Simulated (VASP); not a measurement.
A run of VASP 6.6.1 is set up as follows.

INCAR

```
SYSTEM = Li2ZrO2
PREC = Accurate
ENCUT = 600
EDIFF = 1E-7
ISMEAR = 0
SIGMA = 0.1
LREAL = .False.
LASPH = .True.
NELM = 80
ALGO = Normal
ISIF = 3
LWAVE = .False.
LCHARG = .False.
GGA = PE
IBRION = 2
NSW = 100
EDIFFG = -0.01
```

The input KPOINTS:

```
Automatic mesh
0
Gamma
  12 12 6
  0 0 0
```

The input POSCAR:

```
Li2ZrO2
1.0
    3.0742628478      0.0000000000      0.0000000000
   -1.5371314239      2.6623897241      0.0000000000
    0.0000000000      0.0000000000      5.9223134298
Li Zr O
2 1 2
Direct
    0.6666666667      0.3333333333      0.3727401079
    0.3333333333      0.6666666667      0.6272598921
    0.0000000000      0.0000000000      0.0000000000
    0.3333333333      0.6666666667      0.2680259875
    0.6666666667      0.3333333333      0.7319740125
```

Potentials or basis: VASP PAW PBE potentials, release 64 (Li_sv, Zr_sv, O).

Command:

```sh
$ cat potpaw_PBE.64/Li_sv/POTCAR potpaw_PBE.64/Zr_sv/POTCAR potpaw_PBE.64/O/POTCAR > POTCAR
$ mpirun -np 1 vasp_std > vasp.out
```

Estimate the band gap on the k mesh.

zero (band 15 reaches 9.19 eV, above the bottom of band 16 at 8.27 eV).

The path:
| step | energy change (eV) | largest force (eV/Å) | pressure (GPa) | volume (Å³) |
| --- | --- | --- | --- | --- |
| 1 | 0.0000 | 0.0298 | 0.14 | 48.47 |
| 2 | -0.0002 | 0.0198 | -0.07 | 48.53 |
| 3 | -0.0002 | 0.0174 | -0.12 | 48.55 |
| 4 | -0.0002 | 0.0110 | -0.03 | 48.51 |
| 5 | -0.0003 | 0.0050 | 0.05 | 48.47 |

Caveat: the cutoff is under 1.25 times the usual one of these potentials, so pressure, stress and relaxed cells hold a basis-set (Pulay) error.
